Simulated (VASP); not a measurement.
# TiC (ae) (Fm-3m) in VASP: single point with PBEsol

Aim: the single point of TiC (ae) with PBEsol.

All numbers are computed with VASP 6.6.1; they aren't measurements. Logs are shortened: lines on timing, memory, paths and dates and some standing lists are left out, and cuts for length are marked.

## 1. The cell of the first run

It takes space group Fm-3m (No. 225, cubic). The conventional cell has a = 4.293 Å, b = 4.293 Å, c = 4.293 Å, α = 90.00°, β = 90.00°, γ = 90.00°. Within 2.8 Å of Ti (site symmetry m-3m) lie 6 C at 2.15 Å. Within 2.8 Å of C (site symmetry m-3m) lie 6 Ti at 2.15 Å.

## 2. Single point, PBEsol

Input file INCAR:

```
SYSTEM = TiC
ALGO = Normal
EDIFF = 1E-6
ENCUT = 600
GGA = PS
GGA_COMPAT = .False.
ISIF = 2
ISMEAR = 0
LASPH = .True.
LCHARG = .True.
LELF = .True.
LREAL = .False.
LVHAR = .True.
LWAVE = .False.
NBANDS = 15
NELM = 120
PREC = Accurate
SIGMA = 0.1
```

Input file KPOINTS:

```
k-points
0
Gamma
  16 16 16
  0 0 0
```

Input file POSCAR:

```
TiC
1.0
    0.0000000000      2.1466167657      2.1466167657
    2.1466167657      0.0000000000      2.1466167657
    2.1466167657      2.1466167657      0.0000000000
Ti C
1 1
Direct
    0.0000000000      0.0000000000      0.0000000000
    0.5000000000      0.5000000000      0.5000000000
```

Potentials or basis: VASP PAW PBE potentials, release 64 (Ti_sv, C).

Run with:

```console
$ cat potpaw_PBE.64/Ti_sv/POTCAR potpaw_PBE.64/C/POTCAR > POTCAR
$ mpirun -np 1 vasp_std > vasp.out
```

OUTCAR:

```text
SYSTEM = TiC
   EDIFF = 1E-6
   ENCUT = 600
   GGA = PS
   ISIF = 2
   ISMEAR = 0
   LASPH = .True.
   LREAL = .False.
   NELM = 120
   PREC = Accurate

 ion  position               nearest neighbor table
   1  0.000  0.000  0.000-   2 2.15   2 2.15   2 2.15   2 2.15   2 2.15   2 2.15
   2  0.500  0.500  0.500-   1 2.15   1 2.15   1 2.15   1 2.15   1 2.15   1 2.15

  LATTYP: Found a face centered cubic cell.
 ALAT       =     4.2932335314

  Lattice vectors:

 A1 = (   0.0000000000,   2.1466167657,   2.1466167657)
 A2 = (   2.1466167657,   0.0000000000,   2.1466167657)
 A3 = (   2.1466167657,   2.1466167657,   0.0000000000)

Analysis of symmetry for initial positions (statically):
=====================================================================
 Subroutine PRICEL returns:
 Original cell was already a primitive cell.

 Routine SETGRP: Setting up the symmetry group for a
 face centered cubic supercell.

 Subroutine GETGRP returns: Found 48 space group operations
 (whereof 48 operations were pure point group operations)
 out of a pool of 48 trial point group operations.

The static configuration has the point symmetry O_h .

Analysis of symmetry for dynamics (positions and initial velocities):
=====================================================================
 Subroutine PRICEL returns:
 Original cell was already a primitive cell.

 Routine SETGRP: Setting up the symmetry group for a
 face centered cubic supercell.

 Subroutine GETGRP returns: Found 48 space group operations
 (whereof 48 operations were pure point group operations)
 out of a pool of 48 trial point group operations.

The dynamic configuration has the point symmetry O_h .

 Subroutine INISYM returns: Found 48 space group operations
 (whereof 48 operations are pure point group operations),
 and found     1 'primitive' translations

----------------------------------------------------------------------------------------

                                     Primitive cell

  volume of cell :      19.7831

  direct lattice vectors                    reciprocal lattice vectors
     0.000000000  2.146616766  2.146616766    -0.232924669  0.232924669  0.232924669
     2.146616766  0.000000000  2.146616766     0.232924669 -0.232924669  0.232924669
     2.146616766  2.146616766  0.000000000     0.232924669  0.232924669 -0.232924669

  length of vectors
     3.035774543  3.035774543  3.035774543     0.403437361  0.403437361  0.403437361

  position of ions in fractional coordinates (direct lattice)
     0.000000000  0.000000000  0.000000000
     0.500000000  0.500000000  0.500000000

  ion indices of the primitive-cell ions
   primitive index   ion index
                 1           1
                 2           2

----------------------------------------------------------------------------------------

 KPOINTS: k-points

Automatic generation of k-mesh.
 Grid dimensions read from file:
 generate k-points for:   16   16   16

 Generating k-lattice:

  Cartesian coordinates                     Fractional coordinates (reciprocal lattice)
    -0.014557792  0.014557792  0.014557792     0.062500000  0.000000000  0.000000000
     0.014557792 -0.014557792  0.014557792     0.000000000  0.062500000  0.000000000
     0.014557792  0.014557792 -0.014557792     0.000000000  0.000000000  0.062500000

  Length of vectors
     0.025214835  0.025214835  0.025214835

  Shift w.r.t. Gamma in fractional coordinates (k-lattice)
     0.000000000  0.000000000  0.000000000

 Subroutine IBZKPT returns following result:
 ===========================================

 Found    145 irreducible k-points:

 Following reciprocal coordinates:
            Coordinates               Weight
  0.000000  0.000000  0.000000      1.000000
  0.062500  0.000000  0.000000      8.000000
  0.125000  0.000000  0.000000      8.000000
  0.187500  0.000000  0.000000      8.000000
  0.250000  0.000000  0.000000      8.000000
  0.312500  0.000000  0.000000      8.000000
[... 16 lines left out ...]
 -0.125000  0.062500  0.000000     24.000000
 -0.062500  0.062500  0.000000     12.000000
 [... further k-points ...]
   k-points           NKPTS =    145   k-points in BZ     NKDIM =    145   number of bands    NBANDS=     15
   number of dos      NEDOS =    301   number of ions     NIONS =      2
   total plane-waves  NPLWV =  13824
   dimension x,y,z NGX =    24 NGY =   24 NGZ =   24
   dimension x,y,z NGXF=    48 NGYF=   48 NGZF=   48
   ions per type =               1   1
   NGX,Y,Z   is equivalent  to a cutoff of  13.14, 13.14, 13.14 a.u.
   NGXF,Y,Z  is equivalent  to a cutoff of  26.29, 26.29, 26.29 a.u.
 SYSTEM =  TiC
   PREC   = accura    normal or accurate (medium, high low for compatibility)
   ISTART =      0    job   : 0-new  1-cont  2-samecut
   ICHARG =      2    charge: 1-file 2-atom 10-const
   ISPIN  =      1    spin polarized calculation?
   LNONCOLLINEAR =      F non collinear calculations
   LSORBIT =      F    spin-orbit coupling
   LASPH  =      T    aspherical Exc in radial PAW
   ENCUT  =  600.0 eV  44.10 Ry    6.64 a.u.   6.06  6.06  6.06*2*pi/ulx,y,z
   NELM   =    120;   NELMIN=  2; NELMDL= -5     # of ELM steps
   EDIFF  = 0.1E-05   stopping-criterion for ELM
   LREAL  =      F    real-space projection
   EDIFFG = 0.1E-04   stopping-criterion for IOM
   NSW    =      0    number of steps for IOM
   IBRION =     -1    ionic relax: 0-MD 1-quasi-New 2-CG
   NFREE  =      0    steps in history (QN), initial steepest desc. (CG)
   ISIF   =      2    stress and relaxation
   ISYM   =      2    0-nonsym 1-usesym 2-fastsym
   POTIM  = 0.5000    time-step for ionic-motion
   TEBEG  =    0.0;   TEEND  =   0.0 temperature during run
   PSTRESS=    0.0 pullay stress
   NELECT =      16.0000    total number of electrons
   NUPDOWN=      -1.0000    fix difference up-down
   EMIN   =  10.00;   EMAX   =-10.00  energy-range for DOS
   EFERMI =   0.00;   METHOD = LEGACY
   ISMEAR =     0;   SIGMA  =   0.10  broadening in eV -4-tet -1-fermi 0-gaus
   EFERMI_NEDOS =   21; number of points for ismear=-14 and -15
   IALGO  =     38    algorithm
   IMIX   =      4    mixing-type and parameters
     AMIX     =   0.40;   BMIX     =  1.00
     AMIX_MAG =   1.60;   BMIX_MAG =  1.00
  volume/ion in A,a.u.               =       9.89        66.75
  Fermi-wavevector in a.u.,A,eV,Ry     =   1.525283  2.882366 31.653777  2.326487
  Thomas-Fermi vector in A             =   2.633474
   LORBIT       =      0    0 simple, 1 ext, 2 COOP (PROOUT), +10 PAW based schemes
   GGA     = PS    functional components
   LHFCALC =     F    Hartree Fock is set to
   AEXX    =    0.0000 exact exchange contribution
   IVDW    =     0    specifies the selected vdW correction
   LEPSILON=     F    determine dielectric tensor
   LRPA    =     F    only Hartree local field effects (RPA)
 non-spin polarized calculation
 Gauss-broadening in eV      SIGMA  =   0.10
  energy-cutoff  :      600.00
  volume of cell :       19.78
 maximum number of plane-waves:       684
   NGX = 13   NGY = 13   NGZ = 13

 number of electron      16.0000003 magnetization

 Free energy of the ion-electron system (eV)
  ---------------------------------------------------
  ext. energy  EPLUGINS =         0.00000000
  ---------------------------------------------------
  free energy    TOTEN  =       -19.80274895 eV

  energy without entropy =      -19.80080076  energy(sigma->0) =      -19.80177486

 E-fermi :   9.6048     XC(G=0): -12.9984

 val. band max:        9.5943742723   @ k =   0.1250   0.1250   0.0000
 cond. band min:       9.6061454173   @ k =   0.1250   0.0625   0.0000
 fundamental gap:      0.0117711450
 Fermi energy:         9.6048338446

 k-point     1 :       0.0000    0.0000    0.0000
  band No.  band energies     occupation
      1     -46.6363      2.00000
      2     -22.7487      2.00000
      3     -22.7487      2.00000
      4     -22.7487      2.00000
      5      -2.8748      2.00000
      6      10.2887      0.00000
      7      10.2887      0.00000
      8      10.2887      0.00000
      9      11.3538      0.00000
     10      11.3538      0.00000
     11      11.3538      0.00000
     12      11.3990      0.00000
     13      11.3991      0.00000
     14      20.4881      0.00000
     15      23.6489      0.00000

 k-point     2 :       0.0625    0.0000    0.0000
  band No.  band energies     occupation
      1     -46.6331      2.00000
      2     -22.7709      2.00000
      3     -22.7508      2.00000
      4     -22.7508      2.00000
      5      -2.7827      2.00000
      6       9.8422      0.00079
      7      10.0949      0.00000
      8      10.0949      0.00000
      9      10.6657      0.00000
     10      10.6657      0.00000
     11      11.5947      0.00000
     12      12.4165      0.00000
     13      12.4165      0.00000
     14      20.6456      0.00000
     15      23.7052      0.00000

 k-point     3 :       0.1250    0.0000    0.0000
  band No.  band energies     occupation
      1     -46.6240      2.00000
      2     -22.8337      2.00000
      3     -22.7566      2.00000
      4     -22.7566      2.00000
      5      -2.5120      2.00000
      6       8.9520      2.00000
      7       9.3209      1.99994
      8       9.3209      1.99994
      9      10.7341      0.00000
     10      10.7341      0.00000
     11      11.9341      0.00000
     12      13.5163      0.00000
     13      13.5163      0.00000
     14      21.0240      0.00000
     15      23.7817      0.00000

 k-point     4 :       0.1875    0.0000    0.0000
  band No.  band energies     occupation
      1     -46.6104      2.00000
      2     -22.9266      2.00000
      3     -22.7653      2.00000
      4     -22.7653      2.00000
      5      -2.0800      2.00000
      6       7.9084      2.00000
      7       8.5398      2.00000
      8       8.5398      2.00000
      9      11.0297      0.00000
     10      11.0297      0.00000
     11      12.2324      0.00000
     12      14.6178      0.00000
     13      14.6178      0.00000
     14      21.2943      0.00000
     15      23.8424      0.00000
[... 307 lines left out ...]
 k-point    22 :      -0.1875    0.0625    0.0000
  band No.  band energies     occupation
      1     -46.6028      2.00000
      2     -22.9655      2.00000
      3     -22.7906      2.00000
      4     -22.7611      2.00000
      5      -1.8389      2.00000
      6       7.4391      2.00000
      7       8.1014      2.00000
      8       8.3596      2.00000
      9      10.9407      0.00000
     10      11.4664      0.00000
     11      12.5063      0.00000
     12      14.3694      0.00000
     13      15.5808      0.00000
     14      21.4042      0.00000
     15      23.8633      0.00000

 k-point    23 :      -0.1250    0.0625    0.0000
  band No.  band energies     occupation
      1     -46.6173      2.00000
      2     -22.8702      2.00000
      3     -22.7772      2.00000
      4     -22.7536      2.00000
      5      -2.3105      2.00000
      6       8.4649      2.00000
      7       8.8004      2.00000
      8       8.9917      2.00000
      9      10.6120      0.00000
     10      11.2022      0.00000
     11      12.2543      0.00000
     12      13.3651      0.00000
     13      14.5185      0.00000
     14      21.2767      0.00000
     15      23.7966      0.00000

 k-point    24 :      -0.0625    0.0625    0.0000
  band No.  band energies     occupation
      1     -46.6279      2.00000
      2     -22.8015      2.00000
      3     -22.7633      2.00000
      4     -22.7499      2.00000
      5      -2.6319      2.00000
      6       9.3851      1.99811
      7       9.5575      1.49688
      8       9.5911      1.15405
      9      10.4048      0.00000
     10      11.0298      0.00000
     11      11.9524      0.00000
     12      12.5485      0.00000
     13      13.4370      0.00000
     14      20.8872      0.00000
     15      23.7699      0.00000

 [... further k-points ...]
[... 5 lines left out ...]
  --------------------------------------------------------------------------------------
  -------------------------------------------------------------------------------------
  Total        0.0222118      0.0222118      0.0222118      0.0000000      0.0000000      0.0000000
  in kB        1.7988766      1.7988766      1.7988766      0.0000000      0.0000000      0.0000000
  external PRESSURE =       1.7988766 kB  Pullay stress =       0.0000000 kB

 VOLUME and BASIS-vectors are now :
 -----------------------------------------------------------------------------
  energy-cutoff  :      600.00
  volume of cell :       19.78
      direct lattice vectors                 reciprocal lattice vectors
     0.000000000  2.146616766  2.146616766    -0.232924669  0.232924669  0.232924669
     2.146616766  0.000000000  2.146616766     0.232924669 -0.232924669  0.232924669
     2.146616766  2.146616766  0.000000000     0.232924669  0.232924669 -0.232924669

 POSITION                                       TOTAL-FORCE (eV/Angst)
 -----------------------------------------------------------------------------------
      0.00000      0.00000      0.00000         0.000000      0.000000     -0.000000
      2.14662      2.14662      2.14662        -0.000000     -0.000000      0.000000
 -----------------------------------------------------------------------------------
    total drift:                                0.000000     -0.000000     -0.000000

  FREE ENERGIE OF THE ION-ELECTRON SYSTEM (eV)
  ---------------------------------------------------
  free  energy   TOTEN  =       -19.8027489543 eV

  energy  without entropy=      -19.8008007594  energy(sigma->0) =      -19.80177486
```

Run time: 44 s. Hardware: 1 thread of AMD EPYC 7R43 (Zen 3), shared host; peak memory 0.14 GiB.

Results:

```yaml
Free_energy: -19.8027 eV
Pressure: 0.2 GPa
Band_gap_on_the_k_mesh: zero (band 8 reaches 10.29 eV, above the bottom of band 9 at 9.20 eV)
```

Caveat: the PAW data sets were made with another functional, which shifts forces and pressure a little.
